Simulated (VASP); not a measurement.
Input of a VASP 6.6.1 run:

Contents of INCAR:

```
PREC = Accurate
ENCUT = 600
EDIFF = 1E-6
ISMEAR = 0
SIGMA = 0.1
LREAL = False
LASPH = True
NELM = 80
ALGO = Normal
ISIF = 3
LWAVE = False
LCHARG = False
GGA = PE
IBRION = 2
NSW = 90
EDIFFG = -0.04
```

The input KPOINTS:

```
Automatic mesh
0
Gamma
  6 6 6
```

POSCAR

```
La2S
1.0
   -2.0002372900      2.0002372900      4.9787457100
    2.0002372900     -2.0002372900      4.9787457100
    2.0002372900      2.0002372900     -4.9787457100
La S
2 1
Direct
    0.6683896800      0.6683896800      0.0000000000
    0.3316103200      0.3316103200      0.0000000000
    0.0000000000      0.0000000000      0.0000000000
```

Potentials or basis: VASP PAW PBE potentials, release 64 (La, S).

Run with:

```console
$ cat potpaw_PBE.64/La/POTCAR potpaw_PBE.64/S/POTCAR > POTCAR
$ mpirun -np 1 vasp_std > vasp.out
```

**Question.** Estimate the space group after relaxing (to 0.1 Å).

**Answer.** I4/mmm (No. 139).

**Question.** Predict the band gap on the k mesh.

**Answer.** Zero (bands 14 and 15 overlap by 1.09 eV).

**Question.** Estimate the relaxed cell.

**Answer.** a = 7.173 Å, b = 7.173 Å, c = 7.173 Å, α = 150.74°, β = 150.74°, γ = 41.86°.

**Question.** What does it give for the relaxed volume?

**Answer.** 29.32 Å³/atom.

Stress tensor (GPa, compression positive):
```
-0.01  0.00  0.00
 0.00 -0.01  0.00
 0.00  0.00  0.11
```

Caveat: a cell axis changed by over 15 % at a fixed basis, so the end point is rough; spin-orbit coupling is left out, which moves the levels of the heavy elements.
